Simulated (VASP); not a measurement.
Here is a VASP 6.6.1 calculation.

The input INCAR:

```
SYSTEM = K4Cl3
PREC = Accurate ; ENCUT = 520
EDIFF = 1E-6 ; ISMEAR = 0
SIGMA = 0.1 ; LREAL = .False.
LASPH = .True. ; NELM = 100
ALGO = Normal ; ISIF = 2
LWAVE = .False. ; LCHARG = .True.
GGA = PE ; LELF = .True.
LVHAR = .True. ; NBANDS = 38
```

The input KPOINTS:

```
Automatic mesh
0
Gamma
  4 4 2
  0 0 0
```

Contents of POSCAR:

```
K4Cl3
1.0
    7.8417626371      0.0000000000      0.0000000000
    0.0000000000      7.8417626371      0.0000000000
    0.0000000000      0.0000000000     10.4725507731
K Cl
4 3
Direct
    0.0000000000      0.5000000000      0.7449789009
    0.5000000000      0.0000000000      0.7449789009
    0.0000000000      0.5000000000      0.2550210991
    0.5000000000      0.0000000000      0.2550210991
    0.5000000000      0.0000000000      0.0000000000
    0.0000000000      0.5000000000      0.0000000000
    0.5000000000      0.5000000000      0.0000000000
```

Potentials or basis: VASP PAW PBE potentials, release 64 (K_sv, Cl).

Command:

```bash
$ cat potpaw_PBE.64/K_sv/POTCAR potpaw_PBE.64/Cl/POTCAR > POTCAR
$ mpirun -np 1 vasp_std > vasp.out
```

(1) Predict the pressure.

(2) Estimate the largest force.

(3) Predict the band gap on the k mesh.

## Answers

(1) 0.1 GPa.

(2) 0.029 eV/Å.

(3) zero (an odd number of electrons rules out a gap without spin polarisation).

Caveat: an odd number of electrons without spin polarisation forces a metal; a magnetic or distorted state may lie lower.
